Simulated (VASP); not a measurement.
Set up this calculation in VASP 6.6.1, as the native input.

* Task: single point
* Functional: LDA
* Potentials or basis: VASP PAW LDA potentials, release 64 (Mo_sv)
* Cutoff: 500 eV
* k mesh: 10 × 10 × 10
* Occupations: methfessel-paxton, width 0.1 eV
* Spin: no spin polarisation
* Dipole correction: no
* Further INCAR settings: ALGO = Normal; EDIFF = 1e-06; NBANDS = 13

The structure of Mo lies in POSCAR:

```
Mo
1.0
    0.0000000000      1.9337262707      1.9337262707
    1.9337262707      0.0000000000      1.9337262707
    1.9337262707      1.9337262707      0.0000000000
Mo
1
Direct
    0.0000000000      0.0000000000      0.0000000000
```

This isn't the form of Mo at room conditions, which is bcc.

These files were run (other wordings do the same):

INCAR

```
PREC = Accurate
ENCUT = 500
EDIFF = 1E-6
ISMEAR = 1
SIGMA = 0.1
LREAL = F
LASPH = T
NELM = 120
ALGO = Normal
ISIF = 2
LWAVE = F
LCHARG = F
GGA = CA
NBANDS = 13
GGA_COMPAT = F
```

KPOINTS

```
regular mesh
0
Gamma
  10 10 10
```

Potentials or basis: VASP PAW LDA potentials, release 64 (Mo_sv).

The run is started by

```sh
$ cat potpaw_LDA.64/Mo_sv/POTCAR > POTCAR
$ mpirun -np 1 vasp_std > vasp.out
```

It gave:

* Pressure: 16.6 GPa
* Band gap on the k mesh: zero (bands 7 and 8 overlap by 5.47 eV)

Caveat: the cell stands under pressure.

It took 4.3 s on 1 thread of Intel(R) Xeon(R) Platinum 8559C (Emerald Rapids), with other jobs on the host, peak memory 0.12 GiB.
